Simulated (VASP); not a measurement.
# Sc in VASP: a series of runs

Runs on Sc. Level: PBE. Tasks: single point.

All numbers are computed with VASP 6.6.1; they aren't measurements. Logs are shortened: lines on timing, memory, paths and dates and some standing lists are left out, and cuts for length are marked.

## 1. The cell of the first run

Symmetry: Pnma, No. 62, orthorhombic system. Conventional cell: a = 5.733 Å, b = 5.183 Å, c = 3.323 Å, α = 90.00°, β = 90.00°, γ = 90.00°. Sc (site symmetry m) has 12 Sc at 3.22 to 3.32 Å within 4.2 Å.

## 2. Single point, PBE

INCAR reads:

```
PREC     = Accurate       # precision mode
ENCUT    = 520            # plane-wave cutoff, eV
EDIFF    = 1E-6           # SCF threshold, eV
ISMEAR   = 0              # smearing method
SIGMA    = 0.1            # smearing width, eV
LREAL    = False          # projectors in reciprocal space
LASPH    = True           # aspherical terms in the spheres
NELM     = 100            # most SCF steps
ALGO     = Normal         # electronic algorithm
ISIF     = 2              # what is computed and relaxed
LWAVE    = False          # write WAVECAR
LCHARG   = False          # write CHGCAR
GGA      = PE             # functional
NBANDS   = 30             # bands
```

KPOINTS reads:

```
regular mesh
0
Gamma
  4 2 6
```

POSCAR reads:

```
Sc
1.0
    5.7326077969      0.0000000000      0.0000000000
    0.0000000000      5.1833340460      0.0000000000
    0.0000000000      0.0000000000      3.3233161247
Sc
4
Direct
    0.1684252577      0.2500000000      0.5009039199
    0.8315747423      0.7500000000      0.4990960801
    0.3315747423      0.7500000000      0.0009039199
    0.6684252577      0.2500000000      0.9990960801
```

Potentials or basis: VASP PAW PBE potentials, release 64 (Sc_sv).

Started as:

```
$ cat potpaw_PBE.64/Sc_sv/POTCAR > POTCAR
$ mpirun -np 1 vasp_std > vasp.out
```

OUTCAR:

```text
PREC = Accurate
   ENCUT = 520
   EDIFF = 1E-6
   ISMEAR = 0
   LREAL = False
   LASPH = True
   NELM = 100
   ISIF = 2
   GGA = PE

 ion  position               nearest neighbor table
   1  0.168  0.250  0.501-   3 3.22   3 3.22   3 3.22   3 3.22   2 3.23   2 3.23   4 3.31   4 3.31
                             4 3.32   4 3.32
   2  0.832  0.750  0.499-   4 3.22   4 3.22   4 3.22   4 3.22   1 3.23   1 3.23   3 3.31   3 3.31
                             3 3.32   3 3.32
   3  0.332  0.750  0.001-   1 3.22   1 3.22   1 3.22   1 3.22   4 3.23   4 3.23   2 3.31   2 3.31
                             2 3.32   2 3.32
   4  0.668  0.250  0.999-   2 3.22   2 3.22   2 3.22   2 3.22   3 3.23   3 3.23   1 3.31   1 3.31
                             1 3.32   1 3.32

  LATTYP: Found a simple orthorhombic cell.
 ALAT       =     3.3233161247
 B/A-ratio  =     1.5596873278
 C/A-ratio  =     1.7249661428

  Lattice vectors:

 A1 = (   0.0000000000,   0.0000000000,  -3.3233161247)
 A2 = (   0.0000000000,   5.1833340460,   0.0000000000)
 A3 = (   5.7326077969,   0.0000000000,   0.0000000000)

Analysis of symmetry for initial positions (statically):
=====================================================================
 Subroutine PRICEL returns:
 Original cell was already a primitive cell.

 Routine SETGRP: Setting up the symmetry group for a
 simple orthorhombic supercell.

 Subroutine GETGRP returns: Found  8 space group operations
 (whereof  2 operations were pure point group operations)
 out of a pool of  8 trial point group operations.

The static configuration has the point symmetry S_2 .
 The point group associated with its full space group is D_2h.

Analysis of symmetry for dynamics (positions and initial velocities):
=====================================================================
 Subroutine PRICEL returns:
 Original cell was already a primitive cell.

 Routine SETGRP: Setting up the symmetry group for a
 simple orthorhombic supercell.

 Subroutine GETGRP returns: Found  8 space group operations
 (whereof  2 operations were pure point group operations)
 out of a pool of  8 trial point group operations.

The dynamic configuration has the point symmetry S_2 .
 The point group associated with its full space group is D_2h.

 Subroutine INISYM returns: Found  8 space group operations
 (whereof  2 operations are pure point group operations),
 and found     1 'primitive' translations

----------------------------------------------------------------------------------------

                                     Primitive cell

  volume of cell :      98.7491

[... 93 lines left out ...]
   EDIFFG = 0.1E-04   stopping-criterion for IOM
   NSW    =      0    number of steps for IOM
   IBRION =     -1    ionic relax: 0-MD 1-quasi-New 2-CG
   NFREE  =      0    steps in history (QN), initial steepest desc. (CG)
   ISIF   =      2    stress and relaxation
   ISYM   =      2    0-nonsym 1-usesym 2-fastsym
   POTIM  = 0.5000    time-step for ionic-motion
   TEBEG  =    0.0;   TEEND  =   0.0 temperature during run
   PSTRESS=    0.0 pullay stress
   NELECT =      44.0000    total number of electrons
   NUPDOWN=      -1.0000    fix difference up-down
   EMIN   =  10.00;   EMAX   =-10.00  energy-range for DOS
   EFERMI =   0.00;   METHOD = LEGACY
   ISMEAR =     0;   SIGMA  =   0.10  broadening in eV -4-tet -1-fermi 0-gaus
   EFERMI_NEDOS =   21; number of points for ismear=-14 and -15
   IALGO  =     38    algorithm
   IMIX   =      4    mixing-type and parameters
     AMIX     =   0.40;   BMIX     =  1.00
     AMIX_MAG =   1.60;   BMIX_MAG =  1.00
  volume/ion in A,a.u.               =      24.69       166.60
  Fermi-wavevector in a.u.,A,eV,Ry     =   1.250397  2.362908 21.272619  1.563493
  Thomas-Fermi vector in A             =   2.384393
   LORBIT       =      0    0 simple, 1 ext, 2 COOP (PROOUT), +10 PAW based schemes
   GGA     = PE    functional components
   LHFCALC =     F    Hartree Fock is set to
   AEXX    =    0.0000 exact exchange contribution
   IVDW    =     0    specifies the selected vdW correction
   LEPSILON=     F    determine dielectric tensor
   LRPA    =     F    only Hartree local field effects (RPA)
 non-spin polarized calculation
 Gauss-broadening in eV      SIGMA  =   0.10
  energy-cutoff  :      520.00
  volume of cell :       98.75
 maximum number of plane-waves:      2680
 NGX is ok and might be reduce to    48
   NGX = 21   NGY = 19   NGZ = 13

 number of electron      43.9999996 magnetization

 Free energy of the ion-electron system (eV)
  ---------------------------------------------------
  ext. energy  EPLUGINS =         0.00000000
  ---------------------------------------------------
  free energy    TOTEN  =       -24.97797312 eV

  energy without entropy =      -24.91107708  energy(sigma->0) =      -24.94452510

 E-fermi :   3.7813     XC(G=0):  -9.8722

 val. band max:        3.7795958525   @ k =   0.0000   0.5000   0.5000
 cond. band min:       3.7899528880   @ k =   0.0000   0.5000   0.5000
 fundamental gap:      0.0103570354
 Fermi energy:         3.7812964373

 k-point     1 :       0.0000    0.0000    0.0000
  band No.  band energies     occupation
      1     -45.7618      2.00000
      2     -45.7065      2.00000
      3     -45.6922      2.00000
      4     -45.6821      2.00000
      5     -24.5833      2.00000
      6     -24.5136      2.00000
[... 781 lines left out ...]
     29       6.0439      0.00000
     30       6.0439      0.00000

------------------------ aborting loop because EDIFF is reached ----------------------------------------

  FORCE on cell =-STRESS in cart. coord.  units (eV):
  Direction    XX          YY          ZZ          XY          YZ          ZX
  --------------------------------------------------------------------------------------
  -------------------------------------------------------------------------------------
  Total        0.1264844      0.0683795      0.0252936      0.0000000      0.0000000      0.0000000
  in kB        2.0521750      1.1094396      0.4103825      0.0000000      0.0000000      0.0000000
  external PRESSURE =       1.1906657 kB  Pullay stress =       0.0000000 kB

 VOLUME and BASIS-vectors are now :
 -----------------------------------------------------------------------------
  energy-cutoff  :      520.00
  volume of cell :       98.75
      direct lattice vectors                 reciprocal lattice vectors
     5.732607797  0.000000000  0.000000000     0.174440680  0.000000000  0.000000000
     0.000000000  5.183334046  0.000000000     0.000000000  0.192926018  0.000000000
     0.000000000  0.000000000  3.323316125     0.000000000  0.000000000  0.300904266

 POSITION                                       TOTAL-FORCE (eV/Angst)
 -----------------------------------------------------------------------------------
      0.96552      1.29583      1.66466        -0.011903      0.000000     -0.004712
      4.76709      3.88750      1.65865         0.011903      0.000000      0.004712
      1.90079      3.88750      0.00300         0.011903      0.000000     -0.004712
      3.83182      1.29583      3.32031        -0.011903     -0.000000      0.004712
 -----------------------------------------------------------------------------------
    total drift:                               -0.000000      0.000000      0.000000

  FREE ENERGIE OF THE ION-ELECTRON SYSTEM (eV)
  ---------------------------------------------------
  free  energy   TOTEN  =       -24.9779731179 eV

  energy  without entropy=      -24.9110770806  energy(sigma->0) =      -24.94452510
```

OSZICAR:

```text
N       E                     dE             d eps       ncg     rms          rms(c)
DAV:   1     0.914703919089E+03    0.91470E+03   -0.20014E+04  1440   0.156E+03
DAV:   2     0.425845070430E+02   -0.87212E+03   -0.85842E+03  2040   0.717E+02
DAV:   3    -0.246744787684E+02   -0.67259E+02   -0.64244E+02  2406   0.271E+02
DAV:   4    -0.277275597124E+02   -0.30531E+01   -0.29406E+01  2360   0.502E+01
DAV:   5    -0.278142520499E+02   -0.86692E-01   -0.85479E-01  2386   0.973E+00    0.107E+01
DAV:   6    -0.253093941973E+02    0.25049E+01   -0.55742E+00  1826   0.223E+01    0.320E+00
DAV:   7    -0.250006512123E+02    0.30874E+00   -0.13268E+00  1946   0.101E+01    0.123E+00
DAV:   8    -0.249818948089E+02    0.18756E-01   -0.71501E-02  1934   0.288E+00    0.398E-01
DAV:   9    -0.249779213521E+02    0.39735E-02   -0.20717E-02  1958   0.132E+00    0.304E-02
DAV:  10    -0.249779782564E+02   -0.56904E-04   -0.42713E-04  2418   0.251E-01    0.150E-02
DAV:  11    -0.249779670452E+02    0.11211E-04   -0.17857E-05  2088   0.389E-02    0.489E-03
DAV:  12    -0.249779732168E+02   -0.61717E-05   -0.17318E-06  1414   0.133E-02    0.140E-03
DAV:  13    -0.249779731179E+02    0.98979E-07   -0.20572E-07  1104   0.842E-03
   1 F= -.24977973E+02 E0= -.24944525E+02  d E =-.668960E-01
```

It took 53 s on 1 thread of Intel Xeon Platinum 8259CL at 2.50GHz (Skylake/Cascade Lake), shared host; peak memory 0.23 GiB.

What came out:

```
Free energy            : -24.9780 eV
Pressure               : 0.1 GPa
Largest force          : 0.013 eV/Å
Band gap on the k mesh : zero (band 22 reaches 4.10 eV, above the bottom of band 23 at 3.29 eV)
```

Forces on the atoms (eV/Å):
```
Sc  -0.012  0.000 -0.005
Sc   0.012  0.000  0.005
Sc   0.012  0.000 -0.005
Sc  -0.012  0.000  0.005
```

Caveat: the k points lie up to 0.61 Å⁻¹ apart.

## 3. Single point, PBE

This run uses another cell than the first one, of 25.45 Å³/atom, 1.031 times its volume.

INCAR reads:

```
ALGO     = Fast           # electronic algorithm
EDIFF    = 1E-7           # SCF threshold, eV
ENCUT    = 520            # plane-wave cutoff, eV
GGA      = PE             # functional
ISIF     = 2              # what is computed and relaxed
ISMEAR   = 0              # smearing method
LASPH    = T              # aspherical terms in the spheres
LCHARG   = T              # write CHGCAR
LELF     = T              # ELF
LREAL    = F              # projectors in reciprocal space
LVHAR    = T            
LWAVE    = F              # write WAVECAR
NBANDS   = 30             # bands
NELM     = 60             # most SCF steps
PREC     = Accurate       # precision mode
SIGMA    = 0.1            # smearing width, eV
```

KPOINTS reads:

```
k-points
0
Gamma
  6 6 4
```

POSCAR reads:

```
Sc
1.0
    4.1452812869      0.0000000000      0.0000000000
   -2.0726406435      3.5899189003      0.0000000000
    0.0000000000      0.0000000000      6.8397141235
Sc
4
Direct
    0.3333333333      0.6666666667      0.4375000000
    0.6666666667      0.3333333333      0.9375000000
    0.6666666667      0.3333333333      0.5625000000
    0.3333333333      0.6666666667      0.0625000000
```

Potentials or basis: VASP PAW PBE potentials, release 64 (Sc_sv).

Started as:

```
$ cat potpaw_PBE.64/Sc_sv/POTCAR > POTCAR
$ mpirun -np 1 vasp_std > vasp.out
```

OUTCAR:

```text
EDIFF = 1E-7
   ENCUT = 520
   GGA = PE
   ISIF = 2
   ISMEAR = 0
   LASPH = T
   LREAL = F
   NELM = 60
   PREC = Accurate

 ion  position               nearest neighbor table
   1  0.333  0.667  0.438-   3 2.54   3 2.54   3 2.54   4 2.56
   2  0.667  0.333  0.938-   4 2.54   4 2.54   4 2.54   3 2.56
   3  0.667  0.333  0.562-   1 2.54   1 2.54   1 2.54   2 2.56
   4  0.333  0.667  0.062-   2 2.54   2 2.54   2 2.54   1 2.56

  LATTYP: Found a hexagonal cell.
 ALAT       =     4.1452812869
 C/A-ratio  =     1.6500000000

  Lattice vectors:

 A1 = (   4.1452812869,   0.0000000000,   0.0000000000)
 A2 = (  -2.0726406435,   3.5899189003,   0.0000000000)
 A3 = (   0.0000000000,   0.0000000000,   6.8397141235)

Analysis of symmetry for initial positions (statically):
=====================================================================
 Subroutine PRICEL returns:
 Original cell was already a primitive cell.

 Routine SETGRP: Setting up the symmetry group for a
 hexagonal supercell.
[... 167 lines left out ...]
  free energy    TOTEN  =       -16.82221341 eV

  energy without entropy =      -16.79083911  energy(sigma->0) =      -16.80652626

 E-fermi :   3.3887     XC(G=0):  -9.5239

 val. band max:        3.3638766937   @ k =   0.0000   0.0000   0.2500
 cond. band min:       3.4124290846   @ k =   0.3333   0.3333   0.5000
 fundamental gap:      0.0485523909
 Fermi energy:         3.3886694339

 k-point     1 :       0.0000    0.0000    0.0000
  band No.  band energies     occupation
      1     -46.4444      2.00000
      2     -46.3062      2.00000
      3     -45.9899      2.00000
      4     -45.8465      2.00000
      5     -25.4060      2.00000
      6     -25.4060      2.00000
[... 682 lines left out ...]
     29       4.8882      0.00000
     30       4.8934      0.00000

------------------------ aborting loop because EDIFF is reached ----------------------------------------

  FORCE on cell =-STRESS in cart. coord.  units (eV):
  Direction    XX          YY          ZZ          XY          YZ          ZX
  --------------------------------------------------------------------------------------
  -------------------------------------------------------------------------------------
  Total        3.0273257      3.0273257      1.5568346     -0.0000000      0.0000000      0.0000000
  in kB       47.6533165     47.6533165     24.5062269     -0.0000000      0.0000000      0.0000000
  external PRESSURE =      39.9376200 kB  Pullay stress =       0.0000000 kB

 VOLUME and BASIS-vectors are now :
 -----------------------------------------------------------------------------
  energy-cutoff  :      520.00
  volume of cell :      101.78
      direct lattice vectors                 reciprocal lattice vectors
     4.145281287  0.000000000  0.000000000     0.241238153  0.139278912  0.000000000
    -2.072640644  3.589918900  0.000000000     0.000000000  0.278557825  0.000000000
     0.000000000  0.000000000  6.839714124     0.000000000  0.000000000  0.146204941

 POSITION                                       TOTAL-FORCE (eV/Angst)
 -----------------------------------------------------------------------------------
     -0.00000      2.39328      2.99237        -0.000000      0.000000      0.239690
      2.07264      1.19664      6.41223         0.000000     -0.000000      0.239690
      2.07264      1.19664      3.84734         0.000000     -0.000000     -0.239690
     -0.00000      2.39328      0.42748        -0.000000      0.000000     -0.239690
 -----------------------------------------------------------------------------------
    total drift:                               -0.000000     -0.000000     -0.000000

  FREE ENERGIE OF THE ION-ELECTRON SYSTEM (eV)
  ---------------------------------------------------
  free  energy   TOTEN  =       -16.8222134119 eV

  energy  without entropy=      -16.7908391138  energy(sigma->0) =      -16.80652626
```

It took 2.2 min on 1 thread of Intel Xeon Platinum 8259CL at 2.50GHz (Skylake/Cascade Lake), shared host; peak memory 0.24 GiB.

What came out:

| Item | Value |
| --- | --- |
| Free energy | -16.8222 eV |
| Pressure | 4.0 GPa |
| Largest force | 0.240 eV/Å |
| Band gap on the k mesh | zero (band 22 reaches 3.54 eV, above the bottom of band 23 at 3.02 eV) |

Forces in eV/Å, atoms in the order of the input:
```
Sc   0.000  0.000  0.240
Sc   0.000  0.000  0.240
Sc   0.000  0.000 -0.240
Sc   0.000  0.000 -0.240
```

Stress tensor (GPa, compression positive):
```
4.77 0.00 0.00
0.00 4.77 0.00
0.00 0.00 2.45
```
